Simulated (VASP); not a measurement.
# W (Immm) in VASP: further runs

W is run at these levels: r2SCAN; tasks: single point.

All numbers are computed with VASP 6.6.1; they aren't measurements. Logs are shortened: lines on timing, memory, paths and dates and some standing lists are left out, and cuts for length are marked.

## (1) The cell of the first run

It takes space group Immm (No. 71, orthorhombic). The conventional cell has a = 2.785 Å, b = 2.957 Å, c = 4.060 Å, α = 90.00°, β = 90.00°, γ = 90.00°. W (site symmetry mmm) has 12 W at 2.78 to 2.96 Å within 3.7 Å.

## (2) Single point, r2SCAN (strain -0.0600 x Voigt [0, 0, 0, 1, 0, 0])

Contents of POSCAR:

```
W
1.0
    0.0000000000      1.9691000000      1.9691000000
    2.0300000000     -0.0609000000      2.0300000000
    2.0300000000      2.0300000000     -0.0609000000
W
1
Direct
    0.0000000000      0.0000000000      0.0000000000
```

Contents of INCAR.step1:

```
PREC     = Accurate       # precision mode
ENCUT    = 520            # plane-wave cutoff, eV
ISMEAR   = 0              # smearing method
SIGMA    = 0.15           # smearing width, eV
LREAL    = F              # projectors in reciprocal space
LASPH    = T              # aspherical terms in the spheres
NELM     = 80             # most SCF steps
NBANDS   = 13             # bands
GGA      = PE             # functional
ALGO     = Normal         # electronic algorithm
EDIFF    = 1E-4           # SCF threshold, eV
LWAVE    = T              # write WAVECAR
LCHARG   = F              # write CHGCAR
```

Contents of INCAR.step2:

```
PREC     = Accurate       # precision mode
ENCUT    = 520            # plane-wave cutoff, eV
EDIFF    = 1E-6           # SCF threshold, eV
ISMEAR   = 0              # smearing method
SIGMA    = 0.15           # smearing width, eV
LREAL    = F              # projectors in reciprocal space
LASPH    = T              # aspherical terms in the spheres
NELM     = 80             # most SCF steps
ALGO     = Normal         # electronic algorithm
ISIF     = 2              # what is computed and relaxed
LWAVE    = F              # write WAVECAR
LCHARG   = F              # write CHGCAR
METAGGA  = R2SCAN         # meta-GGA
LMIXTAU  = T            
NBANDS   = 13             # bands
ISTART   = 1
```

Contents of KPOINTS:

```
Automatic mesh
0
Gamma
  20 20 20
```

Potentials or basis: VASP PAW PBE potentials, release 64 (W_sv).

The run is started by

```console
> cat potpaw_PBE.64/W_sv/POTCAR > POTCAR
> cp INCAR.step1 INCAR
> mpirun -np 1 vasp_std > vasp.out
> cp INCAR.step2 INCAR
> mpirun -np 1 vasp_std > vasp.out
```

OUTCAR:

```text
PREC = Accurate
   ENCUT = 520
   EDIFF = 1E-6
   ISMEAR = 0
   LREAL = F
   LASPH = T
   NELM = 80
   ISIF = 2
   METAGGA = R2SCAN
   ISTART = 1

 ion  position               nearest neighbor table
   1  0.000  0.000  0.000-

  LATTYP: Found a body centered orthorhombic cell.
 ALAT       =     2.7847279257
 B/A-ratio  =     1.0618556701
 C/A-ratio  =     1.4579521262

  Lattice vectors:

 A1 = (  -2.0300000000,   0.0609000000,  -2.0300000000)
 A2 = (  -2.0300000000,  -0.0609000000,   2.0300000000)
 A3 = (   2.0300000000,   2.0300000000,  -0.0609000000)

Analysis of symmetry for initial positions (statically):
=====================================================================
 Subroutine PRICEL returns:
 Original cell was already a primitive cell.

 Routine SETGRP: Setting up the symmetry group for a
 body centered orthorhombic supercell.

 Subroutine GETGRP returns: Found  8 space group operations
 (whereof  8 operations were pure point group operations)
 out of a pool of  8 trial point group operations.

The static configuration has the point symmetry D_2h.

Analysis of symmetry for dynamics (positions and initial velocities):
=====================================================================
 Subroutine PRICEL returns:
 Original cell was already a primitive cell.

 Routine SETGRP: Setting up the symmetry group for a
 body centered orthorhombic supercell.

 Subroutine GETGRP returns: Found  8 space group operations
 (whereof  8 operations were pure point group operations)
 out of a pool of  8 trial point group operations.

The dynamic configuration has the point symmetry D_2h.

 Subroutine INISYM returns: Found  8 space group operations
 (whereof  8 operations are pure point group operations),
 and found     1 'primitive' translations

----------------------------------------------------------------------------------------

                                     Primitive cell

  volume of cell :      16.7158

  direct lattice vectors                    reciprocal lattice vectors
     0.000000000  1.969100000  1.969100000    -0.246305419  0.253923112  0.253923112
     2.030000000 -0.060900000  2.030000000     0.246305419 -0.239131474  0.239131474
     2.030000000  2.030000000 -0.060900000     0.246305419  0.239131474 -0.239131474

  length of vectors
     2.784727926  2.871499401  2.871499401     0.435454077  0.418370749  0.418370749

  position of ions in fractional coordinates (direct lattice)
     0.000000000  0.000000000  0.000000000

  ion indices of the primitive-cell ions
   primitive index   ion index
                 1           1

----------------------------------------------------------------------------------------

 KPOINTS: Automatic mesh

Automatic generation of k-mesh.
 Grid dimensions read from file:
 generate k-points for:   20   20   20

 Generating k-lattice:

  Cartesian coordinates                     Fractional coordinates (reciprocal lattice)
    -0.012315271  0.012696156  0.012696156     0.050000000  0.000000000  0.000000000
     0.012315271 -0.011956574  0.011956574     0.000000000  0.050000000 -0.000000000
     0.012315271  0.011956574 -0.011956574     0.000000000 -0.000000000  0.050000000

  Length of vectors
     0.021772704  0.020918537  0.020918537

  Shift w.r.t. Gamma in fractional coordinates (k-lattice)
     0.000000000  0.000000000  0.000000000

 Subroutine IBZKPT returns following result:
 ===========================================

 Found   1166 irreducible k-points:

 Following reciprocal coordinates:
            Coordinates               Weight
  0.000000  0.000000  0.000000      1.000000
  0.050000  0.000000  0.000000      4.000000
  0.100000  0.000000  0.000000      4.000000
  0.150000  0.000000  0.000000      4.000000
  0.200000  0.000000  0.000000      4.000000
  0.250000  0.000000  0.000000      4.000000
[... 16 lines left out ...]
 -0.450000  0.050000 -0.000000      8.000000
 -0.400000  0.050000 -0.000000      8.000000
 [... further k-points ...]
   k-points           NKPTS =   1166   k-points in BZ     NKDIM =   1166   number of bands    NBANDS=     13
   number of dos      NEDOS =    301   number of ions     NIONS =      1
   total plane-waves  NPLWV =  13824
   dimension x,y,z NGX =    24 NGY =   24 NGZ =   24
   dimension x,y,z NGXF=    48 NGYF=   48 NGZF=   48
   ions per type =               1
   NGX,Y,Z   is equivalent  to a cutoff of  14.33, 13.89, 13.89 a.u.
   NGXF,Y,Z  is equivalent  to a cutoff of  28.66, 27.79, 27.79 a.u.
 SYSTEM =  unknown system
   PREC   = accura    normal or accurate (medium, high low for compatibility)
   ISTART =      1    job   : 0-new  1-cont  2-samecut
   ICHARG =      0    charge: 1-file 2-atom 10-const
   ISPIN  =      1    spin polarized calculation?
   LNONCOLLINEAR =      F non collinear calculations
   LSORBIT =      F    spin-orbit coupling
   LASPH  =      T    aspherical Exc in radial PAW
   ENCUT  =  520.0 eV  38.22 Ry    6.18 a.u.   5.18  5.34  5.34*2*pi/ulx,y,z
   NELM   =     80;   NELMIN=  2; NELMDL=  0     # of ELM steps
   EDIFF  = 0.1E-05   stopping-criterion for ELM
   LREAL  =      F    real-space projection
   EDIFFG = 0.1E-04   stopping-criterion for IOM
   NSW    =      0    number of steps for IOM
   IBRION =     -1    ionic relax: 0-MD 1-quasi-New 2-CG
   NFREE  =      0    steps in history (QN), initial steepest desc. (CG)
   ISIF   =      2    stress and relaxation
   ISYM   =      2    0-nonsym 1-usesym 2-fastsym
   POTIM  = 0.5000    time-step for ionic-motion
   TEBEG  =    0.0;   TEEND  =   0.0 temperature during run
   PSTRESS=    0.0 pullay stress
   NELECT =      14.0000    total number of electrons
   NUPDOWN=      -1.0000    fix difference up-down
   EMIN   =  10.00;   EMAX   =-10.00  energy-range for DOS
   EFERMI =   0.00;   METHOD = LEGACY
   ISMEAR =     0;   SIGMA  =   0.15  broadening in eV -4-tet -1-fermi 0-gaus
   EFERMI_NEDOS =   21; number of points for ismear=-14 and -15
   IALGO  =     38    algorithm
   IMIX   =      4    mixing-type and parameters
     AMIX     =   0.40;   BMIX     =  1.00
     AMIX_MAG =   1.60;   BMIX_MAG =  1.00
  volume/ion in A,a.u.               =      16.72       112.80
  Fermi-wavevector in a.u.,A,eV,Ry     =   1.543151  2.916133 32.399767  2.381316
  Thomas-Fermi vector in A             =   2.648855
   LORBIT       =      0    0 simple, 1 ext, 2 COOP (PROOUT), +10 PAW based schemes
   METAGGA = R2SCAN    functional components
   LHFCALC =     F    Hartree Fock is set to
   AEXX    =    0.0000 exact exchange contribution
   IVDW    =     0    specifies the selected vdW correction
   LEPSILON=     F    determine dielectric tensor
   LRPA    =     F    only Hartree local field effects (RPA)
 non-spin polarized calculation
 Gauss-broadening in eV      SIGMA  =   0.15
  energy-cutoff  :      520.00
  volume of cell :       16.72
 maximum number of plane-waves:       470
 NGX is ok and might be reduce to    24
   NGX = 11   NGY = 11   NGZ = 11

 number of electron      13.9999998 magnetization

 Free energy of the ion-electron system (eV)
  ---------------------------------------------------
  ext. energy  EPLUGINS =         0.00000000
  ---------------------------------------------------
  free energy    TOTEN  =       -50.81967544 eV

  energy without entropy =      -50.80908660  energy(sigma->0) =      -50.81438102

 E-fermi :  10.1771     XC(G=0): -14.6100

 val. band max:       10.1755320188   @ k =   0.1500   0.1000   0.0000
 cond. band min:      10.1805800229   @ k =   0.5000   0.1000   0.0500
 fundamental gap:      0.0050480040
 Fermi energy:        10.1770780247

 k-point     1 :       0.0000    0.0000    0.0000
  band No.  band energies     occupation
      1     -65.5756      2.00000
      2     -28.6054      2.00000
      3     -28.5408      2.00000
      4     -28.4394      2.00000
      5       0.7109      2.00000
      6       8.9392      2.00000
      7       9.4118      2.00000
      8      10.1503      1.19943
      9      12.8771      0.00000
     10      12.8843      0.00000
     11      23.4182      0.00000
     12      28.2235      0.00000
     13      29.0468      0.00000

 k-point     2 :       0.0500    0.0000    0.0000
  band No.  band energies     occupation
      1     -65.5725      2.00000
      2     -28.6092      2.00000
      3     -28.5543      2.00000
      4     -28.4637      2.00000
      5       0.8293      2.00000
      6       8.9968      2.00000
      7       9.4353      2.00000
      8      10.0915      1.58001
      9      12.8060      0.00000
     10      12.8213      0.00000
     11      23.6670      0.00000
     12      28.4594      0.00000
     13      28.7862      0.00000

 k-point     3 :       0.1000    0.0000    0.0000
  band No.  band energies     occupation
      1     -65.5636      2.00000
      2     -28.6200      2.00000
      3     -28.6156      2.00000
      4     -28.5115      2.00000
      5       1.1746      2.00000
      6       9.1547      2.00000
      7       9.3847      2.00000
      8      10.0601      1.72998
      9      12.6265      0.00000
     10      12.6604      0.00000
     11      24.3398      0.00000
     12      27.6947      0.00000
     13      29.1431      0.00000
[... 305 lines left out ...]
 k-point    23 :      -0.4500    0.0500   -0.0000
  band No.  band energies     occupation
      1     -65.4491      2.00000
      2     -29.6920      2.00000
      3     -28.7701      2.00000
      4     -28.7173      2.00000
      5       4.4585      2.00000
      6       8.7821      2.00000
      7       9.7429      1.99996
      8      10.5789      0.00015
      9      15.0475      0.00000
     10      15.5150      0.00000
     11      21.1002      0.00000
     12      23.2549      0.00000
     13      28.6553      0.00000

 k-point    24 :      -0.4000    0.0500   -0.0000
  band No.  band energies     occupation
      1     -65.4565      2.00000
      2     -29.6248      2.00000
      3     -28.7662      2.00000
      4     -28.7022      2.00000
      5       4.4232      2.00000
      6       8.8973      2.00000
      7       9.7916      1.99972
      8      10.0681      1.69600
      9      14.5642      0.00000
     10      15.1546      0.00000
     11      21.5028      0.00000
     12      24.0662      0.00000
     13      29.2169      0.00000

 [... further k-points ...]

------------------------ aborting loop because EDIFF is reached ----------------------------------------

  FORCE on cell =-STRESS in cart. coord.  units (eV):
  Direction    XX          YY          ZZ          XY          YZ          ZX
  --------------------------------------------------------------------------------------
  -------------------------------------------------------------------------------------
  Total       -0.5926427     -0.8075257     -0.8075257      0.0000000     -0.6709812      0.0000000
  in kB      -56.8036786    -77.3998013    -77.3998013      0.0000000    -64.3122717      0.0000000
  external PRESSURE =     -70.5344270 kB  Pullay stress =       0.0000000 kB

 VOLUME and BASIS-vectors are now :
 -----------------------------------------------------------------------------
  energy-cutoff  :      520.00
  volume of cell :       16.72
      direct lattice vectors                 reciprocal lattice vectors
     0.000000000  1.969100000  1.969100000    -0.246305419  0.253923112  0.253923112
     2.030000000 -0.060900000  2.030000000     0.246305419 -0.239131474  0.239131474
     2.030000000  2.030000000 -0.060900000     0.246305419  0.239131474 -0.239131474

 POSITION                                       TOTAL-FORCE (eV/Angst)
 -----------------------------------------------------------------------------------
      0.00000      0.00000      0.00000         0.000000      0.000000      0.000000
 -----------------------------------------------------------------------------------
    total drift:                               -0.000000      0.000000      0.000000

  FREE ENERGIE OF THE ION-ELECTRON SYSTEM (eV)
  ---------------------------------------------------
  free  energy   TOTEN  =       -50.8196754378 eV

  energy  without entropy=      -50.8090866026  energy(sigma->0) =      -50.81438102
```

Wall time 9.1 min (1 thread of Intel Xeon Platinum 8259CL at 2.50GHz (Skylake/Cascade Lake), shared host); peak memory 0.35 GiB.

What came out:

```
Free energy            : -50.8197 eV
Pressure               : -7.1 GPa
Band gap on the k mesh : zero (bands 7 and 8 overlap by 3.47 eV)
```

Levels at points of the mesh, in eV from the Fermi level:
```tsv
k point	band 3	band 4	band 5	band 6	band 7	band 8	band 9	band 10	band 11	band 12
(0.00, 0.00, 0.00)	-38.72	-38.62	-9.47	-1.24	-0.77	-0.03	2.70	2.71	13.24	18.05
(0.50, 0.00, 0.00)	-38.93	-38.89	-5.81	-1.34	-0.46	0.64	4.81	5.40	10.94	12.68
(0.00, 0.50, 0.00)	-38.85	-38.77	-5.96	-1.17	-0.21	0.01	4.60	5.28	10.07	13.14
(0.50, 0.50, 0.00)	-39.12	-39.12	-5.67	-4.75	2.85	4.91	5.66	5.85	12.05	12.10
(0.00, 0.50, 0.50)	-39.23	-38.99	-5.68	-4.77	2.81	5.13	5.67	5.78	11.05	13.13
```

Caveat: the cell differs from its parent crystal (strain -0.0600 x Voigt [0, 0, 0, 1, 0, 0]); the cell stands under tension; the PAW data sets were made with another functional, which shifts forces and pressure a little; spin-orbit coupling is left out, which moves the levels of the heavy elements.

## (3) Single point, r2SCAN (strain +0.0450 x Voigt [0, 0, 0, 1, 0, 0])

Contents of POSCAR:

```
W
1.0
    0.0000000000      2.0756750000      2.0756750000
    2.0300000000      0.0456750000      2.0300000000
    2.0300000000      2.0300000000      0.0456750000
W
1
Direct
    0.0000000000      0.0000000000      0.0000000000
```

Contents of INCAR.step1:

```
PREC = Accurate
ENCUT = 520
ISMEAR = 0
SIGMA = 0.15
LREAL = False
LASPH = True
NELM = 80
NBANDS = 13
GGA = PE
ALGO = Normal
EDIFF = 1E-4
LWAVE = True
LCHARG = False
```

Contents of INCAR.step2:

```
PREC = Accurate
ENCUT = 520
EDIFF = 1E-7
ISMEAR = 0
SIGMA = 0.15
LREAL = False
LASPH = True
NELM = 80
ALGO = Normal
ISIF = 2
LWAVE = False
LCHARG = False
METAGGA = R2SCAN
LMIXTAU = True
NBANDS = 13
ISTART = 1
```

Contents of KPOINTS:

```
regular mesh
0
Gamma
  20 20 20
```

Potentials or basis: VASP PAW PBE potentials, release 64 (W_sv).

The run is started by

```console
> cat potpaw_PBE.64/W_sv/POTCAR > POTCAR
> cp INCAR.step1 INCAR
> mpirun -np 1 vasp_std > vasp.out
> cp INCAR.step2 INCAR
> mpirun -np 1 vasp_std > vasp.out
```

Run time: 10 min. Hardware: 1 thread of Intel Xeon Platinum 8259CL at 2.50GHz (Skylake/Cascade Lake), shared host; peak memory 0.35 GiB.

It converged, with:

- Free energy: -50.8095 eV
- Pressure: -7.4 GPa
- Band gap on the k mesh: zero (bands 7 and 8 overlap by 3.53 eV)

Stress tensor (GPa, compression positive):
```
-6.49  0.00  0.00
 0.00 -7.82  6.12
 0.00  6.12 -7.82
```

Levels at points of the mesh, in eV from the Fermi level:
```
           k point  band 3  band 4  band 5  band 6  band 7  band 8  band 9  band 10  band 11  band 12
(0.00, 0.00, 0.00)  -38.69  -38.61   -9.44   -1.07   -0.69   -0.16    2.71     2.71    13.28    18.26
(0.50, 0.00, 0.00)  -38.82  -38.76   -5.91   -1.05   -0.33    0.11    4.74     5.25    10.18    13.10
(0.00, 0.50, 0.00)  -38.89  -38.85   -5.80   -1.18   -0.51    0.58    4.90     5.35    10.82    12.76
(0.50, 0.50, 0.00)  -39.09  -39.09   -5.64   -4.72    2.86    5.00    5.71     5.82    12.08    12.11
(0.00, 0.50, 0.50)  -39.18  -39.00   -5.64   -4.73    2.84    5.14    5.70     5.78    11.32    12.88
```

Caveat: the cell differs from its parent crystal (strain +0.0450 x Voigt [0, 0, 0, 1, 0, 0]); the cell stands under tension; the PAW data sets were made with another functional, which shifts forces and pressure a little; spin-orbit coupling is left out, which moves the levels of the heavy elements.

(Part 1 of 2 ends here.)
